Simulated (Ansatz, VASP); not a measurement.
# Two plane-wave programs on CoSi2

```
Co Si
1.0
     4.11112    0.00000    0.00000
    -2.05556    3.56034    0.00000
     0.00000    0.00000    2.49086
Co Si
1 2
Direct
  0.00000 0.00000 0.00000
  0.33333 0.66667 0.50000
  0.66667 0.33333 0.50000
```

Alike in both runs: task relaxation of cell and atoms; functional PBEsol; k mesh 10 × 10 × 12; occupations gaussian, width 0.05 eV; collinear spin.

```csv
,VASP,Ansatz
version,VASP 6.6.1,Ansatz 0.2.0
potentials or method,"VASP PAW PBE potentials, release 64 (Co, Si), cutoff 600 eV","scalar-relativistic, plane waves, PAW"
valence electrons in the cell,17,25
```

|  | VASP | Ansatz | Ansatz less VASP |
| --- | --- | --- | --- |
| gap on the k mesh at the Fermi level, each at its own relaxed structure (eV) | none | none | - |
| net moment per atom (μB) | 0.00 | 0.00 | -0.003 |
| relaxed volume (Å³/atom) | 12.14 | 12.12 | -0.019 |
| relaxed cell length with the largest relative difference (Å) | 4.121 | 4.118 | -0.0026 |

VASP's potentials were made for PBE, not for PBEsol. A gap of «none» marks a metal or a gap that the smearing closes. VASP's potentials hold 17 valence electrons a cell and Ansatz's 25, so a difference there can come from the potentials and not from the codes. Ansatz's warnings: seeded moment not kept.
